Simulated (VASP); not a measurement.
SrO, 2 atoms in the cell. The structure is cubic, space group Fm-3m (No. 225). Conventional cell: a = 5.195 Å, b = 5.195 Å, c = 5.195 Å, α = 90.00°, β = 90.00°, γ = 90.00°. Within 3.4 Å of Sr (site symmetry m-3m) lie 6 O at 2.60 Å. Within 3.4 Å of O (site symmetry m-3m) lie 6 Sr at 2.60 Å. 

* Program: VASP 6.6.1
* Task: relaxation of cell and atoms
* Functional: LDA
* Potentials or basis: VASP PAW LDA potentials, release 64 (Sr_sv, O)
* Cutoff: 600 eV
* k mesh: 8 × 8 × 8
* Occupations: fermi-dirac, width 0.02 eV
* Spin: no spin polarisation
* Dipole correction: no
* Further INCAR settings: ALGO = Normal; EDIFF = 1e-07; IBRION = 2; EDIFFG = -0.005; NSW = 80; ISIF = 3

Potentials or basis: VASP PAW LDA potentials, release 64 (Sr_sv, O).

The run is started by

```console
$ cat potpaw_LDA.64/Sr_sv/POTCAR potpaw_LDA.64/O/POTCAR > POTCAR
$ mpirun -np 1 vasp_std > vasp.out
```

Hardware: 1 thread of AMD EPYC 7R43 64-Core Processor (Zen 3) (shared host).

Task: Estimate the wall time of this run.

Result: Wall time 55 s on 1 thread of AMD EPYC 7R43 64-Core Processor (Zen 3), with other jobs on the host, peak memory 0.13 GiB. Counts: scf iterations 34, k points 29, ion steps 3.
